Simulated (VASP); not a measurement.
# BaS: single point with PBE

The system is BaS.

```
CELL_PARAMETERS angstrom
0.00000 3.19375 3.20972
3.19375 0.00000 3.20972
3.19375 3.19375 0.00000
ATOMIC_POSITIONS crystal
Ba 0.00000 0.00000 0.00000
S 0.50000 0.50000 0.50000
```

This cell differs from its parent crystal: strain +0.0050 x Voigt [0, 0, 1, 0, 0, 0].

- Program: VASP 6.6.1
- Task: single point
- Functional: PBE
- Potentials or basis: VASP PAW PBE potentials, release 64 (Ba_sv, S)
- Cutoff: 520 eV
- k mesh: 8 × 8 × 8
- Occupations: gaussian, width 0.05 eV
- Spin: no spin polarisation
- Dipole correction: no
- Further INCAR settings: ALGO = Normal; EDIFF = 1e-06; NBANDS = 15

```yaml
Pressure: 1.2 GPa
Band_gap_on_the_k_mesh: 2.11 eV, indirect (least direct gap 2.25 eV)
```

Stress tensor (GPa, compression positive):
```
1.34 0.00 0.00
0.00 1.34 0.00
0.00 0.00 0.91
```

Levels at points of the mesh, in eV from the valence-band top:
| k point | band 5 | band 6 | band 7 | band 8 | band 9 | band 10 | band 11 | band 12 |
| --- | --- | --- | --- | --- | --- | --- | --- | --- |
| (0.00, 0.00, 0.00) | -10.36 | -0.02 | 0.00 | 0.00 | 3.57 | 3.84 | 3.87 | 3.87 |
| (0.50, 0.00, 0.00) | -9.14 | -1.93 | -1.08 | -1.08 | 5.52 | 5.67 | 6.28 | 6.29 |
| (0.50, 0.50, 0.00) | -10.27 | -0.55 | -0.14 | -0.14 | 2.11 | 5.91 | 5.99 | 7.47 |
| (0.50, 0.00, 0.50) | -10.27 | -0.53 | -0.16 | -0.14 | 2.11 | 5.91 | 6.00 | 7.44 |

Run time: 30 s on 1 thread of Intel(R) Xeon(R) Platinum 8488C (Sapphire Rapids), with other jobs on the host, peak memory 0.23 GiB.

Caveat: the cell differs from its parent crystal (strain +0.0050 x Voigt [0, 0, 1, 0, 0, 0]); spin-orbit coupling is left out, which moves the levels of the heavy elements. A k mesh can miss the band edges.
